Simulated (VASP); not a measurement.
A run of VASP 6.6.1 is set up as follows.

The input INCAR:

```
  PREC = Accurate
  ENCUT = 700
  EDIFF = 1E-6
  ISMEAR = 0
  SIGMA = 0.1
  LREAL = F
  LASPH = T
  NELM = 120
  ALGO = Normal
  ISIF = 2
  LWAVE = F
  LCHARG = F
  NBANDS = 16
  GGA_COMPAT = F
```

The input KPOINTS:

```
regular mesh
0
Gamma
  18 18 14
```

POSCAR

```
TaN
1.0
    2.8752024682      0.0000000000      0.0000000000
   -1.4376012341      2.4899983784      0.0000000000
    0.0000000000      0.0000000000      2.8265936004
Ta N
1 1
Direct
    0.0000000000      0.0000000000      0.5000000000
    0.6666666667      0.3333333333      0.0000000000
```

Potentials or basis: VASP PAW LDA potentials, release 64 (Ta_sv_GW, N).

Launch:

```console
$ cat potpaw_LDA.64/Ta_sv_GW/POTCAR potpaw_LDA.64/N/POTCAR > POTCAR
$ mpirun -np 1 vasp_std > vasp.out
```

Q: Estimate the pressure.

A: 13.7 GPa.

Q: Estimate the band gap on the k mesh.

A: Zero (bands 9 and 10 overlap by 0.37 eV).

Stress tensor (GPa, compression positive):
```
13.68  0.00  0.00
 0.00 13.68  0.00
 0.00  0.00 13.89
```

Caveat: the cell stands under pressure; spin-orbit coupling is left out, which moves the levels of the heavy elements.
